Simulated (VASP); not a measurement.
Pt:

```
CELL_PARAMETERS angstrom
0.00000 1.96090 1.96090
1.96090 0.00000 1.96090
1.96090 1.96090 0.00000
ATOMIC_POSITIONS crystal
Pt 0.00000 0.00000 0.00000
```

```yaml
Program: VASP 6.6.1
Task: relaxation of cell and atoms
Functional: LDA
Potentials_or_basis: VASP PAW LDA potentials, release 64 (Pt)
Cutoff: 600 eV
k_mesh: 13 × 13 × 13
Occupations: fermi-dirac, width 0.1 eV
Spin: no spin polarisation
```

At the start: pressure -5.1 GPa; volume 15.08 Å³/atom.

Where does the relaxation end?

Over 3 steps the energy falls by 4.2 meV/atom and the volume is 14.82 Å³/atom (-1.7 %); space group Fm-3m (No. 225, to 0.05 Å).

The path:
```tsv
step	energy change (eV)	largest force (eV/Å)	pressure (GPa)	volume (Å³)
1	0.0000	0.0000	-5.10	15.08
2	0.0374	0.0000	18.54	14.06
3	-0.0042	0.0000	-0.12	14.82
```

Final structure:
```cif
data_structure
_symmetry_space_group_name_H-M 'P 1'
_symmetry_Int_Tables_number 1
_cell_length_a 2.7573
_cell_length_b 2.7573
_cell_length_c 2.7573
_cell_angle_alpha 60.000
_cell_angle_beta 60.000
_cell_angle_gamma 60.000
_cell_volume 14.82
loop_
_atom_site_label
_atom_site_type_symbol
_atom_site_fract_x
_atom_site_fract_y
_atom_site_fract_z
_atom_site_occupancy
Pt1 Pt 0.00000 0.00000 0.00000 1
```
